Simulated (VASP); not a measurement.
Al2Cu, 3 atoms in the cell. It takes space group P4/mmm (No. 123, tetragonal). The conventional cell has a = 4.105 Å, b = 4.105 Å, c = 2.891 Å, α = 90.00°, β = 90.00°, γ = 90.00°. Within 3.3 Å of Al (site symmetry mmm) lie 4 Cu at 2.51 Å and 6 Al at 2.89 to 2.90 Å. Within 3.3 Å of Cu (site symmetry 4/mmm) lie 8 Al at 2.51 Å and 2 Cu at 2.89 Å. 

- Program: VASP 6.6.1
- Task: single point
- Functional: r2SCAN
- Potentials or basis: VASP PAW PBE potentials, release 64 (Al, Cu)
- Cutoff: 520 eV
- k mesh: 6 × 6 × 10, shifted
- Occupations: gaussian, width 0.1 eV
- Spin: no spin polarisation
- Dipole correction: no
- Further INCAR settings: ALGO = Normal; EDIFF = 1e-06; NBANDS = 16

Potentials or basis: VASP PAW PBE potentials, release 64 (Al, Cu).

Run with:

```sh
$ cat potpaw_PBE.64/Al/POTCAR potpaw_PBE.64/Cu/POTCAR > POTCAR
$ cp INCAR.step1 INCAR
$ mpirun -np 1 vasp_std > vasp.out
$ cp INCAR.step2 INCAR
$ mpirun -np 1 vasp_std > vasp.out
```

Hardware: 1 thread of Intel(R) Xeon(R) Platinum 8488C (Sapphire Rapids), with other jobs on the host.

Task: Estimate the wall time of this run.

Result: Run time: 48 s on 1 thread of Intel(R) Xeon(R) Platinum 8488C (Sapphire Rapids) (shared host), peak memory 0.18 GiB. Counts: k points 30.
